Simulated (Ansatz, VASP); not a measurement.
# Two plane-wave programs on Pd

```xyz
1
Lattice="0.0000 1.9135 1.9135 1.9135 0.0000 1.9135 1.9135 1.9135 0.0000" Properties=species:S:1:pos:R:3 pbc="T T T"
Pd    0.0000    0.0000    0.0000
```

Alike in both runs: task single point; functional revPBE; k mesh 10 × 10 × 10; no spin polarisation.

```csv
,VASP,Ansatz
version,VASP 6.6.1,Ansatz 0.2.0
potentials or method,"VASP PAW PBE potentials, release 64 (Pd)","plane waves, norm-conserving potentials"
plane-wave cutoff (eV),520,1116
occupations,"methfessel-paxton of order 1, width 0.1 eV",methfessel-paxton of order 1
valence electrons in the cell,10,18
```

|  | VASP | Ansatz | Ansatz less VASP |
| --- | --- | --- | --- |
| pressure (GPa) | 22.1 | 22.4 | +0.28 |

VASP's potentials were made for PBE, not for revPBE. VASP's potentials hold 10 valence electrons a cell and Ansatz's 18, so a difference there can come from the potentials and not from the codes. Ansatz's warnings: stress scf threshold loose.
